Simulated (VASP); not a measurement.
Here is a VASP 6.6.1 calculation.

The input INCAR:

```
SYSTEM = Ta
PREC = Accurate
ENCUT = 600
EDIFF = 1E-6
ISMEAR = -1
SIGMA = 0.05
LREAL = .FALSE.
LASPH = .TRUE.
NELM = 80
ALGO = Normal
ISIF = 3
LWAVE = .FALSE.
LCHARG = .FALSE.
GGA = PE
IBRION = 2
NSW = 45
EDIFFG = -0.005
```

Contents of KPOINTS:

```
regular mesh
0
G
  17 17 17
  0 0 0
```

POSCAR

```
Ta
1.0
    0.0000000000      2.1113404737      2.1113404737
    2.1113404737      0.0000000000      2.1113404737
    2.1113404737      2.1113404737      0.0000000000
Ta
1
Direct
    0.0000000000      0.0000000000      0.0000000000
```

Potentials or basis: VASP PAW PBE potentials, release 64 (Ta_pv).

The run is started by

```console
$ cat potpaw_PBE.64/Ta_pv/POTCAR > POTCAR
$ mpirun -np 1 vasp_std > vasp.out
```

Problem. Predict the band gap on the k mesh.

Solution. Zero (an odd number of electrons rules out a gap without spin polarisation).

Final structure:
```xyz
1
Lattice="0.0000 2.1113 2.1113 2.1113 0.0000 2.1113 2.1113 2.1113 0.0000" Properties=species:S:1:pos:R:3 pbc="T T T"
Ta    0.0000    0.0000    0.0000
```

Caveat: the relaxation stopped at its first step, so nothing moved; spin-orbit coupling is left out, which moves the levels of the heavy elements.
